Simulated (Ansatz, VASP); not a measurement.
**WF: VASP beside Ansatz**

```
W F
1.0
     0.00000    2.42419    2.42419
     2.42419    0.00000    2.42419
     2.42419    2.42419    0.00000
W F
1 1
Direct
  0.00000 0.00000 0.00000
  0.25000 0.25000 0.25000
```

Alike in both runs: functional PBE; k mesh 20 × 20 × 20; occupations gaussian, width 0.1 eV; no spin polarisation.

Ansatz relaxed the structure, and its values are those at the end. VASP's run is a single point on that final structure, the one shown.

|  | VASP | Ansatz |
| --- | --- | --- |
| version | VASP 6.6.1 | Ansatz 0.2.0 |
| potentials or method | VASP PAW PBE potentials, release 64 (W_sv, F), cutoff 520 eV | scalar-relativistic, plane waves, PAW |
| valence electrons in the cell | 21 | 21 |

```csv
,VASP,Ansatz,Ansatz less VASP
gap on the k mesh at the Fermi level (eV),none,none,-
pressure (GPa),1.2,0.0,-1.20
```

A gap of «none» marks a metal or a gap that the smearing closes. With one functional, cell and mesh, what is left measures potentials, basis and numerics.

Neither program's run includes spin-orbit coupling.
